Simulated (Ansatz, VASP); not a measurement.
This is a calculation of GaAs for Ansatz 0.2.0.

The input input.yaml:

```yaml
crystal:
  lattice:
    - [0.0, 2.8455714065, 2.8455714065]
    - [2.8455714065, 0.0, 2.8455714065]
    - [2.8455714065, 2.8455714065, 0.0]
  atoms:
    - { symbol: As, position: [0.75, 0.75, 0.75] }
    - { symbol: Ga, position: [0.0, 0.0, 0.0] }
hamiltonian:
  xc: pbesol
  pseudopotentials: { kind: paw }
  dispersion: d3bj
kpoints:
  mp_grid: { grid: [8, 8, 8] }
scf:
  occupations: { method: fermi_dirac, width: 0.05 }
output:
  forces: true
  stress: true
  eigenvalues: true
```

Potentials or basis: Ansatz PAW.

Launch:

```bash
$ ansatz run input.yaml --threads 2 --pin off --max-ram 5120MiB --backend cpu --events-out ev --progress --plain --runs-dir out
```

Problem. Set up the same calculation for VASP 6.6.1. Potentials there: VASP PAW PBE potentials, release 64 (As, Ga_d).

Solution. As run (the cutoff follows the program's own potentials):

INCAR

```
SYSTEM = GaAs
PREC = Accurate
ENCUT = 520
EDIFF = 1E-6
ISMEAR = -1
SIGMA = 0.05
LREAL = .FALSE.
LASPH = .TRUE.
NELM = 100
ALGO = Normal
ISIF = 2
LWAVE = .FALSE.
LCHARG = .TRUE.
GGA = PS
IVDW = 12
LELF = .TRUE.
LVHAR = .TRUE.
NBANDS = 16
```

The input KPOINTS:

```
Automatic mesh
0
G
  8 8 8
  0 0 0
```

The input POSCAR:

```
GaAs
1.0
    0.0000000000      2.8455714065      2.8455714065
    2.8455714065      0.0000000000      2.8455714065
    2.8455714065      2.8455714065      0.0000000000
As Ga
1 1
Direct
    0.7500000000      0.7500000000      0.7500000000
    0.0000000000      0.0000000000      0.0000000000
```

Potentials or basis: VASP PAW PBE potentials, release 64 (As, Ga_d).

Run with:

```console
$ cat potpaw_PBE.64/As/POTCAR potpaw_PBE.64/Ga_d/POTCAR > POTCAR
$ mpirun -np 1 vasp_std > vasp.out
```

Both were run:

|  | VASP | Ansatz | Ansatz less VASP |
| --- | --- | --- | --- |
| gap on the k mesh at the Fermi level (eV) | 0.31 | 0.30 | -0.013 |
| least direct gap on the mesh (eV) | 0.31 | 0.30 | -0.013 |
| pressure (GPa) | -3.0 | -3.2 | -0.15 |

VASP's potentials were made for PBE, not for PBEsol. VASP's potentials hold 18 valence electrons a cell and Ansatz's 28, so a difference there can come from the potentials and not from the codes.
